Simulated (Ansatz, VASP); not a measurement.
**One calculation of Se3S2, two programs**

```
CELL_PARAMETERS angstrom
4.87870 0.00000 0.00000
-2.43935 4.22508 0.00000
0.00000 0.00000 5.15938
ATOMIC_POSITIONS crystal
Se 0.00000 0.00000 0.00000
Se 0.33333 0.66667 0.50000
Se 0.66667 0.33333 0.50000
S 0.33333 0.66667 0.00000
S 0.66667 0.33333 0.00000
```

Alike in both runs: functional PBE; k mesh 12 × 12 × 8; occupations gaussian, width 0.1 eV; no spin polarisation.

Ansatz relaxed the structure, and its values are those at the end. VASP's run is a single point on that final structure, the one shown.

```csv
,VASP,Ansatz
version,VASP 6.6.1,Ansatz 0.2.0
potentials or method,"VASP PAW PBE potentials, release 64 (Se, S), cutoff 520 eV","scalar-relativistic, plane waves, PAW"
valence electrons in the cell,30,60
```

```csv
,VASP,Ansatz,Ansatz less VASP
gap on the k mesh at the Fermi level (eV),none,none,-
pressure (GPa),0.0,0.0,+0.03
```

A gap of «none» marks a metal or a gap that the smearing closes. VASP's potentials hold 30 valence electrons a cell and Ansatz's 60, so a difference there can come from the potentials and not from the codes.
